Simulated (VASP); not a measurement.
# ZnO (P6_3mc) in VASP: further runs, part 3 of 3

VASP 6.6.1. Earlier steps stand in the parts before.

## 4. Electric field gradients, LDA (12.13 Å³/atom)

This run uses another cell than the first one, of 12.13 Å³/atom.

Input file INCAR:

```
SYSTEM = ZnO
PREC = Accurate ; ENCUT = 520
EDIFF = 1E-8 ; ISMEAR = -1
SIGMA = 0.02 ; LREAL = .False.
LASPH = .True. ; NELM = 100
ALGO = Normal ; ISIF = 2
LWAVE = .False. ; LCHARG = .False.
LEFG = .True. ; NBANDS = 26
```

Input file KPOINTS:

```
Automatic mesh
0
Gamma
  11 11 6
  0 0 0
```

Input file POSCAR:

```
ZnO
1.0
    3.2709185479      0.0000000000      0.0000000000
   -1.6354592739      2.8326985562      0.0000000000
    0.0000000000      0.0000000000      5.2382632560
Zn O
2 2
Direct
    0.3333333333      0.6666666667      0.0000000000
    0.6666666667      0.3333333333      0.5000000000
    0.3333333333      0.6666666667      0.3821000000
    0.6666666667      0.3333333333      0.8821000000
```

Potentials or basis: VASP PAW LDA potentials, release 64 (Zn, O).

Started as:

```sh
$ cat potpaw_LDA.64/Zn/POTCAR potpaw_LDA.64/O/POTCAR > POTCAR
$ mpirun -np 1 vasp_std > vasp.out
```

OUTCAR:

```text
SYSTEM = ZnO
   PREC = Accurate
   ENCUT = 520
   EDIFF = 1E-8
   ISMEAR = -1
   LREAL = .False.
   LASPH = .True.
   NELM = 100
   ISIF = 2

 ion  position               nearest neighbor table
   1  0.333  0.667  0.000-   4 1.99   4 1.99   4 1.99   3 2.00
   2  0.667  0.333  0.500-   3 1.99   3 1.99   3 1.99   4 2.00
   3  0.333  0.667  0.382-   2 1.99   2 1.99   2 1.99   1 2.00
   4  0.667  0.333  0.882-   1 1.99   1 1.99   1 1.99   2 2.00

  LATTYP: Found a hexagonal cell.
 ALAT       =     3.2709185479
 C/A-ratio  =     1.6014655147

  Lattice vectors:

 A1 = (   3.2709185479,   0.0000000000,   0.0000000000)
 A2 = (  -1.6354592739,   2.8326985562,   0.0000000000)
 A3 = (   0.0000000000,   0.0000000000,   5.2382632560)

Analysis of symmetry for initial positions (statically):
=====================================================================
 Subroutine PRICEL returns:
 Original cell was already a primitive cell.

 Routine SETGRP: Setting up the symmetry group for a
 hexagonal supercell.

 Subroutine GETGRP returns: Found 12 space group operations
 (whereof  6 operations were pure point group operations)
 out of a pool of 24 trial point group operations.

The static configuration has the point symmetry C_3v.
 The point group associated with its full space group is C_6v.

Analysis of symmetry for dynamics (positions and initial velocities):
=====================================================================
 Subroutine PRICEL returns:
 Original cell was already a primitive cell.

 Routine SETGRP: Setting up the symmetry group for a
 hexagonal supercell.

 Subroutine GETGRP returns: Found 12 space group operations
 (whereof  6 operations were pure point group operations)
 out of a pool of 24 trial point group operations.

The dynamic configuration has the point symmetry C_3v.
 The point group associated with its full space group is C_6v.

 Subroutine INISYM returns: Found 12 space group operations
 (whereof  6 operations are pure point group operations),
 and found     1 'primitive' translations

----------------------------------------------------------------------------------------

                                     Primitive cell

  volume of cell :      48.5353

  direct lattice vectors                    reciprocal lattice vectors
     3.270918548  0.000000000  0.000000000     0.305724519  0.176510133  0.000000000
    -1.635459274  2.832698556  0.000000000     0.000000000  0.353020267  0.000000000
     0.000000000  0.000000000  5.238263256     0.000000000  0.000000000  0.190902967

  length of vectors
     3.270918548  3.270918548  5.238263256     0.353020267  0.353020267  0.190902967

  position of ions in fractional coordinates (direct lattice)
     0.333333333  0.666666667  0.000000000
     0.666666667  0.333333333  0.500000000
     0.333333333  0.666666667  0.382100000
     0.666666667  0.333333333  0.882100000

  ion indices of the primitive-cell ions
[... 88 lines left out ...]
   NELECT =      36.0000    total number of electrons
   NUPDOWN=      -1.0000    fix difference up-down
   EMIN   =  10.00;   EMAX   =-10.00  energy-range for DOS
   EFERMI =   0.00;   METHOD = LEGACY
   ISMEAR =    -1;   SIGMA  =   0.02  broadening in eV -4-tet -1-fermi 0-gaus
   EFERMI_NEDOS =   21; number of points for ismear=-14 and -15
   IALGO  =     38    algorithm
   IMIX   =      4    mixing-type and parameters
     AMIX     =   0.40;   BMIX     =  1.00
     AMIX_MAG =   1.60;   BMIX_MAG =  1.00
  volume/ion in A,a.u.               =      12.13        81.88
  Fermi-wavevector in a.u.,A,eV,Ry     =   1.481915  2.800413 29.879361  2.196071
  Thomas-Fermi vector in A             =   2.595766
   LORBIT       =      0    0 simple, 1 ext, 2 COOP (PROOUT), +10 PAW based schemes
   GGA     = CA    functional components
   LHFCALC =     F    Hartree Fock is set to
   AEXX    =    0.0000 exact exchange contribution
   IVDW    =     0    specifies the selected vdW correction
   LEPSILON=     F    determine dielectric tensor
   LRPA    =     F    only Hartree local field effects (RPA)
 non-spin polarized calculation
  energy-cutoff  :      520.00
  volume of cell :       48.54
 maximum number of plane-waves:      1326
   NGX = 13   NGY = 13   NGZ = 19

 number of electron      36.0000021 magnetization

 Free energy of the ion-electron system (eV)
  ---------------------------------------------------
  ext. energy  EPLUGINS =         0.00000000
  ---------------------------------------------------
  free energy    TOTEN  =       -21.08015869 eV

  energy without entropy =      -21.08015869  energy(sigma->0) =      -21.08015869

 E-fermi :   1.0709     XC(G=0): -11.3606

 val. band max:        0.7005980352   @ k =   0.0000   0.0000   0.0000
 cond. band min:       1.4113159376   @ k =   0.0000   0.0000   0.0000
 fundamental gap:      0.7107179024
 Fermi energy:         1.0709086135

 k-point     1 :       0.0000    0.0000    0.0000
  band No.  band energies     occupation
      1     -16.9444      2.00000
      2     -16.2005      2.00000
      3      -4.9892      2.00000
      4      -4.9892      2.00000
      5      -4.9078      2.00000
      6      -4.8277      2.00000
[... 685 lines left out ...]
     25      13.4348      0.00000
     26      14.9089      0.00000

 [... further k-points ...]

------------------------ aborting loop because EDIFF is reached ----------------------------------------

  FORCE on cell =-STRESS in cart. coord.  units (eV):
  Direction    XX          YY          ZZ          XY          YZ          ZX
  --------------------------------------------------------------------------------------
  -------------------------------------------------------------------------------------
  Total       -2.6531774     -2.6531774     -2.4438179     -0.0000000      0.0000000      0.0000000
  in kB      -87.5829292    -87.5829292    -80.6718478     -0.0000000      0.0000000      0.0000000
  external PRESSURE =     -85.2792354 kB  Pullay stress =       0.0000000 kB

 VOLUME and BASIS-vectors are now :
 -----------------------------------------------------------------------------
  energy-cutoff  :      520.00
  volume of cell :       48.54
      direct lattice vectors                 reciprocal lattice vectors
     3.270918548  0.000000000  0.000000000     0.305724519  0.176510133  0.000000000
    -1.635459274  2.832698556  0.000000000     0.000000000  0.353020267  0.000000000
     0.000000000  0.000000000  5.238263256     0.000000000  0.000000000  0.190902967

 POSITION                                       TOTAL-FORCE (eV/Angst)
 -----------------------------------------------------------------------------------
     -0.00000      1.88847      0.00000         0.000000     -0.000000      0.040291
      1.63546      0.94423      2.61913        -0.000000     -0.000000      0.040291
     -0.00000      1.88847      2.00154        -0.000000      0.000000     -0.040291
      1.63546      0.94423      4.62067         0.000000      0.000000     -0.040291
 -----------------------------------------------------------------------------------
    total drift:                               -0.000001     -0.000001     -0.000199

  FREE ENERGIE OF THE ION-ELECTRON SYSTEM (eV)
  ---------------------------------------------------
  free  energy   TOTEN  =       -21.0801586927 eV

  energy  without entropy=      -21.0801586926  energy(sigma->0) =      -21.08015869

 Electric field gradients (V/A^2)
---------------------------------------------------------------------
 ion       V_xx      V_yy      V_zz      V_xy      V_xz      V_yz
---------------------------------------------------------------------
   1      -3.779    -3.778     7.557     0.001     0.000    -0.000
   2      -3.779    -3.778     7.557     0.001    -0.000     0.000
   3       1.778     1.772    -3.550    -0.005     0.000    -0.000
   4       1.778     1.772    -3.550    -0.005    -0.000     0.000
---------------------------------------------------------------------

 Electric field gradients after diagonalization (V/A^2)
 (convention: |V_zz| > |V_xx| > |V_yy|)
----------------------------------------------------------------------
 ion       V_xx      V_yy      V_zz     asymmetry (V_yy - V_xx)/ V_zz
----------------------------------------------------------------------
   1      -3.780    -3.778     7.557       0.000
   2      -3.780    -3.778     7.557       0.000
   3       1.780     1.770    -3.550       0.003
   4       1.780     1.770    -3.550       0.003
----------------------------------------------------------------------

           NMR quadrupolar parameters

 Cq : quadrupolar parameter    Cq=e*Q*V_zz/h
 eta: asymmetry parameters     (V_yy - V_xx)/ V_zz
 Q  : nuclear electric quadrupole moment in mb (millibarn)
----------------------------------------------------------------------
 ion       Cq(MHz)       eta       Q (mb)
----------------------------------------------------------------------
   1       0.018       0.000       1.000
   2       0.018       0.000       1.000
   3      -0.009       0.003       1.000
   4      -0.009       0.003       1.000
----------------------------------------------------------------------
```

OSZICAR:

```text
N       E                     dE             d eps       ncg     rms          rms(c)
DAV:   1     0.294215565032E+03    0.29422E+03   -0.18064E+04  3344   0.200E+03
DAV:   2     0.840222922342E+01   -0.28581E+03   -0.26795E+03  3494   0.413E+02
DAV:   3    -0.234777618337E+02   -0.31880E+02   -0.31419E+02  3658   0.140E+02
DAV:   4    -0.241268389758E+02   -0.64908E+00   -0.64772E+00  3700   0.203E+01
DAV:   5    -0.241302064914E+02   -0.33675E-02   -0.33673E-02  3592   0.153E+00    0.140E+01
DAV:   6    -0.209931820716E+02    0.31370E+01   -0.61352E+00  5278   0.623E+01    0.879E+00
DAV:   7    -0.211488826761E+02   -0.15570E+00   -0.27173E+00  3480   0.167E+01    0.525E+00
DAV:   8    -0.211321121805E+02    0.16770E-01   -0.60099E-01  4424   0.704E+00    0.169E+00
DAV:   9    -0.210783132543E+02    0.53799E-01   -0.10347E-01  4786   0.650E+00    0.343E-01
DAV:  10    -0.210801699020E+02   -0.18566E-02   -0.35001E-02  3396   0.135E+00    0.771E-02
DAV:  11    -0.210801810946E+02   -0.11193E-04   -0.63079E-04  3956   0.597E-01    0.332E-02
DAV:  12    -0.210801574510E+02    0.23644E-04   -0.13326E-04  4222   0.378E-01    0.764E-03
DAV:  13    -0.210801598883E+02   -0.24373E-05   -0.17857E-05  3986   0.425E-02    0.895E-03
DAV:  14    -0.210801587132E+02    0.11751E-05   -0.24007E-06  3832   0.161E-02    0.162E-03
DAV:  15    -0.210801587105E+02    0.27003E-08   -0.17416E-07  3620   0.642E-03    0.105E-03
DAV:  16    -0.210801586987E+02    0.11724E-07   -0.23888E-08  2398   0.232E-03    0.618E-04
DAV:  17    -0.210801586927E+02    0.60218E-08   -0.25627E-08  2752   0.131E-03
   1 F= -.21080159E+02 E0= -.21080159E+02  d E =-.675002E-10
```

Run time: 98 s. Hardware: 1 thread of Intel Xeon 8259CL, shared host; peak memory 0.19 GiB.

Results:

```yaml
Free_energy: -21.0802 eV
Pressure: -8.5 GPa
Largest_force: 0.040 eV/Å
Band_gap_on_the_k_mesh: 0.71 eV
Largest_electric_field_gradient_by_atom: Zn +7.6; O -3.5 V/Å²
```

Forces in eV/Å, atoms in the order of the input:
```
Zn   0.000  0.000  0.040
Zn   0.000  0.000  0.040
O    0.000  0.000 -0.040
O    0.000  0.000 -0.040
```

Electric field gradients, principal values (V/Å²):
| atom | least | middle | greatest (by size) |
| --- | --- | --- | --- |
| 1 Zn | -3.778 | -3.780 | 7.557 |
| 2 Zn | -3.778 | -3.780 | 7.557 |
| 3 O | 1.770 | 1.780 | -3.550 |
| 4 O | 1.770 | 1.780 | -3.550 |

Caveat: the cell stands under tension; semilocal functionals underestimate gaps, and a narrow one can read as zero; without QUAD_EFG the Cq values of the log hold for a quadrupole moment of 1 mb, not for the nuclei.
